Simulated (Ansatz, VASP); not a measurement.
# One calculation of F, two programs

Contents of INCAR:

```
PREC     = Accurate       # precision mode
ENCUT    = 520            # plane-wave cutoff, eV
EDIFF    = 1E-7           # SCF threshold, eV
ISMEAR   = 0              # smearing method
SIGMA    = 0.05           # smearing width, eV
LREAL    = False          # projectors in reciprocal space
LASPH    = True           # aspherical terms in the spheres
NELM     = 100            # most SCF steps
ALGO     = Normal         # electronic algorithm
ISIF     = 2              # what is computed and relaxed
LWAVE    = False          # write WAVECAR
LCHARG   = False          # write CHGCAR
GGA      = PS             # functional
NBANDS   = 22             # bands
```

The input KPOINTS:

```
regular mesh
0
Gamma
  4 4 2
```

Contents of POSCAR:

```
F
1.0
    3.2311320829     -1.8274378544     -0.2492127807
    3.2311320829      1.8274378544     -0.2492127807
   -2.4384255858      0.0000000000      7.3220587940
F
4
Direct
    0.0848459664      0.0848459664      0.0940038325
    0.9151540336      0.9151540336      0.9059961675
    0.5015719855      0.5015719855      0.5937195244
    0.4984280145      0.4984280145      0.4062804756
```

Input for Ansatz:

```yaml
crystal:
  lattice:
    - [3.2311320829, -1.8274378544, -0.2492127807]
    - [3.2311320829, 1.8274378544, -0.2492127807]
    - [-2.4384255858, 0.0, 7.322058794]
  atoms:
    - { symbol: F, position: [0.0848459664, 0.0848459664, 0.0940038325] }
    - { symbol: F, position: [0.9151540336, 0.9151540336, 0.9059961675] }
    - { symbol: F, position: [0.5015719855, 0.5015719855, 0.5937195244] }
    - { symbol: F, position: [0.4984280145, 0.4984280145, 0.4062804756] }
basis:
  ecutwfc: 520.0
kpoints:
  mp_grid: { grid: [4, 4, 2] }
hamiltonian:
  xc: pbesol
scf:
  occupations: { method: gaussian, width: 0.05 }
output:
  forces: true
  stress: true
  eigenvalues: true
```

Change from the starting cell: volume 21.062 Å^3 an atom, stretch along a over the lengths across it, relative to the relaxed cell 1.0162.

Alike in both runs: task single point; functional PBEsol; k mesh 4 × 4 × 2; occupations gaussian, width 0.05 eV; no spin polarisation.

```csv
,VASP,Ansatz
version,VASP 6.6.1,Ansatz 0.2.0
potentials or method,"VASP PAW PBE potentials, release 64 (F), cutoff 520 eV","scalar-relativistic, plane waves, PAW"
valence electrons in the cell,28,28
```

```csv
,VASP,Ansatz,Ansatz less VASP
gap on the k mesh at the Fermi level (eV),2.64,2.71,+0.070
least direct gap on the mesh (eV),2.71,2.78,+0.071
pressure (GPa),-2.3,-2.5,-0.21
"traceless stress, the component that is largest in VASP (GPa)",-2.72,-3.79,-1.067
rms of the force components (eV/Å),0.539,0.744,+0.2052
```

VASP's potentials were made for PBE, not for PBEsol. Atom by atom the forces differ by 0.205 eV/Å (rms over components).

The k mesh is coarse, so the values compare programs but aren't converged.
